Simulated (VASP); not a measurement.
# CdS (scan) (P6_3mc) in VASP: notebook

CdS (scan) is run at these levels: r2SCAN; tasks: single point.

Program: VASP 6.6.1. These are calculated values, not measurements. Logs are shortened: lines on timing, memory, paths and dates and some standing lists are left out, and cuts for length are marked.

### 1 The cell of the first run

The structure is hexagonal, space group P6_3mc (No. 186). Conventional cell: a = 4.165 Å, b = 4.165 Å, c = 6.768 Å, α = 90.00°, β = 90.00°, γ = 120.00°. Within 3.3 Å of Cd (site symmetry 3m) lie 4 S at 2.47 to 2.80 Å. S (site symmetry 3m) has 4 Cd at 2.47 to 2.80 Å within 3.3 Å.

### 2 Single point, r2SCAN

Input file POSCAR:

```
CdS
1.0
    4.1647060644      0.0000000000      0.0000000000
   -2.0823530322      3.6067412511      0.0000000000
    0.0000000000      0.0000000000      6.7678927443
Cd S
2 2
Direct
    0.3333333333      0.6666666667     -0.0184140819
    0.6666666667      0.3333333333      0.4815859181
    0.3333333333      0.6666666667      0.3954140819
    0.6666666667      0.3333333333      0.8954140819
```

Input file INCAR.step1:

```
  ALGO = Normal
  EDIFF = 1E-4
  ENCUT = 520
  GGA = PE
  ISMEAR = 0
  LASPH = T
  LCHARG = F
  LREAL = F
  LWAVE = T
  NBANDS = 26
  NELM = 80
  PREC = Accurate
  SIGMA = 0.01
```

Input file INCAR.step2:

```
  ALGO = Normal
  EDIFF = 1E-6
  ENCUT = 520
  ISIF = 2
  ISMEAR = 0
  ISTART = 1
  LASPH = T
  LCHARG = F
  LMIXTAU = T
  LREAL = F
  LWAVE = F
  METAGGA = R2SCAN
  NBANDS = 26
  NELM = 80
  PREC = Accurate
  SIGMA = 0.01
```

Input file KPOINTS:

```
k-points
0
Gamma
  9 9 4
```

Potentials or basis: VASP PAW PBE potentials, release 64 (Cd, S).

On the command line:

```
cat potpaw_PBE.64/Cd/POTCAR potpaw_PBE.64/S/POTCAR > POTCAR
cp INCAR.step1 INCAR
mpirun -np 1 vasp_std > vasp.out
cp INCAR.step2 INCAR
mpirun -np 1 vasp_std > vasp.out
```

OUTCAR:

```text
EDIFF = 1E-6
   ENCUT = 520
   ISIF = 2
   ISMEAR = 0
   ISTART = 1
   LASPH = T
   LREAL = F
   METAGGA = R2SCAN
   NELM = 80
   PREC = Accurate

 ion  position               nearest neighbor table
   1  0.333  0.667  0.982-   4 2.47   4 2.47   4 2.47   3 2.80
   2  0.667  0.333  0.482-   3 2.47   3 2.47   3 2.47   4 2.80
   3  0.333  0.667  0.395-   2 2.47   2 2.47   2 2.47   1 2.80
   4  0.667  0.333  0.895-   1 2.47   1 2.47   1 2.47   2 2.80

  LATTYP: Found a hexagonal cell.
 ALAT       =     4.1647060644
 C/A-ratio  =     1.6250589212

  Lattice vectors:

 A1 = (   4.1647060644,   0.0000000000,   0.0000000000)
 A2 = (  -2.0823530322,   3.6067412511,   0.0000000000)
 A3 = (   0.0000000000,   0.0000000000,   6.7678927443)

Analysis of symmetry for initial positions (statically):
=====================================================================
 Subroutine PRICEL returns:
 Original cell was already a primitive cell.

 Routine SETGRP: Setting up the symmetry group for a
 hexagonal supercell.

 Subroutine GETGRP returns: Found 12 space group operations
 (whereof  6 operations were pure point group operations)
 out of a pool of 24 trial point group operations.

The static configuration has the point symmetry C_3v.
 The point group associated with its full space group is C_6v.

Analysis of symmetry for dynamics (positions and initial velocities):
=====================================================================
 Subroutine PRICEL returns:
 Original cell was already a primitive cell.

 Routine SETGRP: Setting up the symmetry group for a
 hexagonal supercell.

 Subroutine GETGRP returns: Found 12 space group operations
 (whereof  6 operations were pure point group operations)
 out of a pool of 24 trial point group operations.

The dynamic configuration has the point symmetry C_3v.
 The point group associated with its full space group is C_6v.

 Subroutine INISYM returns: Found 12 space group operations
 (whereof  6 operations are pure point group operations),
 and found     1 'primitive' translations

----------------------------------------------------------------------------------------

                                     Primitive cell

  volume of cell :     101.6606

  direct lattice vectors                    reciprocal lattice vectors
[... 83 lines left out ...]
   ISTART =      1    job   : 0-new  1-cont  2-samecut
   ICHARG =      0    charge: 1-file 2-atom 10-const
   ISPIN  =      1    spin polarized calculation?
   LNONCOLLINEAR =      F non collinear calculations
   LSORBIT =      F    spin-orbit coupling
   LASPH  =      T    aspherical Exc in radial PAW
   ENCUT  =  520.0 eV  38.22 Ry    6.18 a.u.   7.74  7.74 12.58*2*pi/ulx,y,z
   NELM   =     80;   NELMIN=  2; NELMDL=  0     # of ELM steps
   EDIFF  = 0.1E-05   stopping-criterion for ELM
   LREAL  =      F    real-space projection
   EDIFFG = 0.1E-04   stopping-criterion for IOM
   NSW    =      0    number of steps for IOM
   IBRION =     -1    ionic relax: 0-MD 1-quasi-New 2-CG
   NFREE  =      0    steps in history (QN), initial steepest desc. (CG)
   ISIF   =      2    stress and relaxation
   ISYM   =      2    0-nonsym 1-usesym 2-fastsym
   POTIM  = 0.5000    time-step for ionic-motion
   TEBEG  =    0.0;   TEEND  =   0.0 temperature during run
   PSTRESS=    0.0 pullay stress
   NELECT =      36.0000    total number of electrons
   NUPDOWN=      -1.0000    fix difference up-down
   EMIN   =  10.00;   EMAX   =-10.00  energy-range for DOS
   EFERMI =   0.00;   METHOD = LEGACY
   ISMEAR =     0;   SIGMA  =   0.01  broadening in eV -4-tet -1-fermi 0-gaus
   EFERMI_NEDOS =   21; number of points for ismear=-14 and -15
   IALGO  =     38    algorithm
   IMIX   =      4    mixing-type and parameters
     AMIX     =   0.40;   BMIX     =  1.00
     AMIX_MAG =   1.60;   BMIX_MAG =  1.00
  volume/ion in A,a.u.               =      25.42       171.51
  Fermi-wavevector in a.u.,A,eV,Ry     =   1.158221  2.188720 18.251884  1.341476
  Thomas-Fermi vector in A             =   2.294825
   LORBIT       =      0    0 simple, 1 ext, 2 COOP (PROOUT), +10 PAW based schemes
   METAGGA = R2SCAN    functional components
   LHFCALC =     F    Hartree Fock is set to
   AEXX    =    0.0000 exact exchange contribution
   IVDW    =     0    specifies the selected vdW correction
   LEPSILON=     F    determine dielectric tensor
   LRPA    =     F    only Hartree local field effects (RPA)
 non-spin polarized calculation
 Gauss-broadening in eV      SIGMA  =   0.01
  energy-cutoff  :      520.00
  volume of cell :      101.66
 maximum number of plane-waves:      2786
 NGX is ok and might be reduce to    32
   NGX = 15   NGY = 15   NGZ = 25

 number of electron      36.0000000 magnetization

 Free energy of the ion-electron system (eV)
  ---------------------------------------------------
  ext. energy  EPLUGINS =         0.00000000
  ---------------------------------------------------
  free energy    TOTEN  =       -59.18508843 eV

  energy without entropy =      -59.18508843  energy(sigma->0) =      -59.18508843

 E-fermi :   0.8702     XC(G=0):  -9.5999

 val. band max:        0.8166568875   @ k =   0.0000   0.0000   0.0000
 cond. band min:       2.5478074018   @ k =   0.0000   0.0000   0.0000
 fundamental gap:      1.7311505142
 Fermi energy:         0.8702077850

 k-point     1 :       0.0000    0.0000    0.0000
  band No.  band energies     occupation
      1     -11.9493      2.00000
      2     -11.5771      2.00000
      3      -7.1627      2.00000
      4      -7.1627      2.00000
      5      -7.1257      2.00000
      6      -7.1257      2.00000
[... 685 lines left out ...]
     25      10.6904      0.00000
     26      10.8227      0.00000

 [... further k-points ...]
[... 5 lines left out ...]
  --------------------------------------------------------------------------------------
  -------------------------------------------------------------------------------------
  Total        2.1109471      2.1109471     -1.7053043      0.0000000      0.0000000      0.0000000
  in kB       33.2686457     33.2686457    -26.8756929      0.0000000      0.0000000      0.0000000
  external PRESSURE =      13.2205328 kB  Pullay stress =       0.0000000 kB

 VOLUME and BASIS-vectors are now :
 -----------------------------------------------------------------------------
  energy-cutoff  :      520.00
  volume of cell :      101.66
      direct lattice vectors                 reciprocal lattice vectors
     4.164706064  0.000000000  0.000000000     0.240112984  0.138629296  0.000000000
    -2.082353032  3.606741251  0.000000000     0.000000000  0.277258592  0.000000000
     0.000000000  0.000000000  6.767892744     0.000000000  0.000000000  0.147756479

 POSITION                                       TOTAL-FORCE (eV/Angst)
 -----------------------------------------------------------------------------------
     -0.00000      2.40449      6.64327        -0.000000     -0.000000      0.632851
      2.08235      1.20225      3.25932         0.000000      0.000000      0.632851
     -0.00000      2.40449      2.67612        -0.000000     -0.000000     -0.632851
      2.08235      1.20225      6.06007         0.000000     -0.000000     -0.632851
 -----------------------------------------------------------------------------------
    total drift:                               -0.000000      0.000000     -0.003726

  FREE ENERGIE OF THE ION-ELECTRON SYSTEM (eV)
  ---------------------------------------------------
  free  energy   TOTEN  =       -59.1850884253 eV

  energy  without entropy=      -59.1850884253  energy(sigma->0) =      -59.18508843
```

OUTCAR.step1:

```text
EDIFF = 1E-4
   ENCUT = 520
   GGA = PE
   ISMEAR = 0
[... 928 lines left out ...]
     -0.00000      2.40449      6.64327        -0.000000     -0.000000      0.632122
      2.08235      1.20225      3.25932         0.000000     -0.000000      0.632122
     -0.00000      2.40449      2.67612         0.000000     -0.000000     -0.632122
      2.08235      1.20225      6.06007        -0.000000      0.000000     -0.632122
 -----------------------------------------------------------------------------------
    total drift:                               -0.000000      0.000000      0.000321

  FREE ENERGIE OF THE ION-ELECTRON SYSTEM (eV)
  ---------------------------------------------------
  free  energy   TOTEN  =       -12.0870222062 eV

  energy  without entropy=      -12.0870222062  energy(sigma->0) =      -12.08702221
```

Wall time 2.2 min (1 thread of Intel Xeon 6975P-C (Granite Rapids), shared host); peak memory 0.27 GiB.

Results:

```
Free energy            : -59.1851 eV
Pressure               : 1.3 GPa
Largest force          : 0.633 eV/Å
Band gap on the k mesh : 1.73 eV, direct
```

Forces on the atoms (eV/Å):
```
Cd   0.000  0.000  0.633
Cd   0.000  0.000  0.633
S    0.000  0.000 -0.633
S    0.000  0.000 -0.633
```

Caveat: the PAW data sets were made with another functional, which shifts forces and pressure a little. r2SCAN opens gaps a little over a GGA but as a rule still falls short of measured ones.

### 3 Single point, r2SCAN

Input file POSCAR:

```
CdS
1.0
    4.1647060644      0.0000000000      0.0000000000
   -2.0823530322      3.6067412511      0.0000000000
    0.0000000000      0.0000000000      6.7678927443
Cd S
2 2
Direct
    0.3333333333      0.6666666667     -0.0276467786
    0.6666666667      0.3333333333      0.4723532214
    0.3333333333      0.6666666667      0.4046467786
    0.6666666667      0.3333333333      0.9046467786
```

Input file INCAR.step1:

```
PREC = Accurate
ENCUT = 520
ISMEAR = 0
SIGMA = 0.01
LREAL = F
LASPH = T
NELM = 60
NBANDS = 26
GGA = PE
ALGO = Normal
EDIFF = 1E-4
LWAVE = T
LCHARG = F
```

Input file INCAR.step2:

```
PREC = Accurate
ENCUT = 520
EDIFF = 1E-6
ISMEAR = 0
SIGMA = 0.01
LREAL = F
LASPH = T
NELM = 60
ALGO = Normal
ISIF = 2
LWAVE = F
LCHARG = F
METAGGA = R2SCAN
LMIXTAU = T
NBANDS = 26
ISTART = 1
```

Input file KPOINTS:

```
regular mesh
0
Gamma
  9 9 4
```

Potentials or basis: VASP PAW PBE potentials, release 64 (Cd, S).

On the command line:

```
cat potpaw_PBE.64/Cd/POTCAR potpaw_PBE.64/S/POTCAR > POTCAR
cp INCAR.step1 INCAR
mpirun -np 1 vasp_std > vasp.out
cp INCAR.step2 INCAR
mpirun -np 1 vasp_std > vasp.out
```

It took 2.3 min on 1 thread of Intel Xeon 6975P-C (Granite Rapids), shared host; peak memory 0.27 GiB.

The run converged. Its results:

```yaml
Free_energy: -59.0199 eV
Pressure: 2.2 GPa
Largest_force: 0.667 eV/Å
Band_gap_on_the_k_mesh: 1.79 eV, direct
```

Forces on the atoms (eV/Å):
```
Cd   0.000  0.000  0.667
Cd   0.000  0.000  0.667
S    0.000  0.000 -0.667
S    0.000  0.000 -0.667
```

Stress tensor (GPa, compression positive):
```
 4.75  0.00  0.00
 0.00  4.75  0.00
 0.00  0.00 -2.91
```

Levels at points of the mesh, in eV from the valence-band top:
```
           k point  band 16  band 17  band 18  band 19  band 20  band 21
(0.00, 0.00, 0.00)    -0.14     0.00     0.00     1.79     2.76     6.94
(0.00, 0.00, 0.50)    -0.25    -0.25    -0.25     3.05     3.05     6.62
```

Caveat: the PAW data sets were made with another functional, which shifts forces and pressure a little.

### 4 Single point, r2SCAN

Input file POSCAR:

```
CdS
1.0
    4.1647060644      0.0000000000      0.0000000000
   -2.0823530322      3.6067412511      0.0000000000
    0.0000000000      0.0000000000      6.7678927443
Cd S
2 2
Direct
    0.3333333333      0.6666666667     -0.0368794754
    0.6666666667      0.3333333333      0.4631205246
    0.3333333333      0.6666666667      0.4138794754
    0.6666666667      0.3333333333      0.9138794754
```

Input file INCAR.step1:

```
SYSTEM = CdS
PREC = Accurate ; ENCUT = 520
ISMEAR = 0 ; SIGMA = 0.01
LREAL = .FALSE. ; LASPH = .TRUE.
NELM = 80 ; NBANDS = 26
GGA = PE ; ALGO = Normal
EDIFF = 1E-4 ; LWAVE = .TRUE.
LCHARG = .FALSE.
```

Input file INCAR.step2:

```
SYSTEM = CdS
PREC = Accurate ; ENCUT = 520
EDIFF = 1E-6 ; ISMEAR = 0
SIGMA = 0.01 ; LREAL = .FALSE.
LASPH = .TRUE. ; NELM = 80
ALGO = Normal ; ISIF = 2
LWAVE = .FALSE. ; LCHARG = .FALSE.
METAGGA = R2SCAN ; LMIXTAU = .TRUE.
NBANDS = 26 ; ISTART = 1
```

Input file KPOINTS:

```
Automatic mesh
0
G
  9 9 4
  0 0 0
```

On the command line:

```
cat potpaw_PBE.64/Cd/POTCAR potpaw_PBE.64/S/POTCAR > POTCAR
cp INCAR.step1 INCAR
mpirun -np 1 vasp_std > vasp.out
cp INCAR.step2 INCAR
mpirun -np 1 vasp_std > vasp.out
```

Wall time 2.2 min (1 thread of Intel Xeon 6975P-C (Granite Rapids), shared host); peak memory 0.27 GiB.

Results (log left out):

```yaml
Free_energy: -58.8620 eV
Pressure: 3.0 GPa
Largest_force: 0.580 eV/Å
Band_gap_on_the_k_mesh: 1.83 eV, direct
```

Forces in eV/Å, atoms in the order of the input:
```
Cd   0.000  0.000  0.580
Cd   0.000  0.000  0.580
S    0.000  0.000 -0.580
S    0.000  0.000 -0.580
```

Stress tensor (GPa, compression positive):
```
 5.95  0.00  0.00
 0.00  5.95  0.00
 0.00  0.00 -2.85
```

Levels at points of the mesh, in eV from the valence-band top:
| k point | band 14 | band 15 | band 16 | band 17 | band 18 | band 19 | band 20 | band 21 | band 22 | band 23 |
| --- | --- | --- | --- | --- | --- | --- | --- | --- | --- | --- |
| (0.00, 0.00, 0.00) | -0.45 | -0.45 | -0.22 | 0.00 | 0.00 | 1.83 | 2.65 | 6.92 | 6.92 | 7.78 |
| (0.00, 0.00, 0.50) | -1.99 | -0.22 | -0.22 | -0.22 | -0.22 | 2.98 | 2.98 | 6.69 | 6.69 | 7.16 |

Caveat: the PAW data sets were made with another functional, which shifts forces and pressure a little.
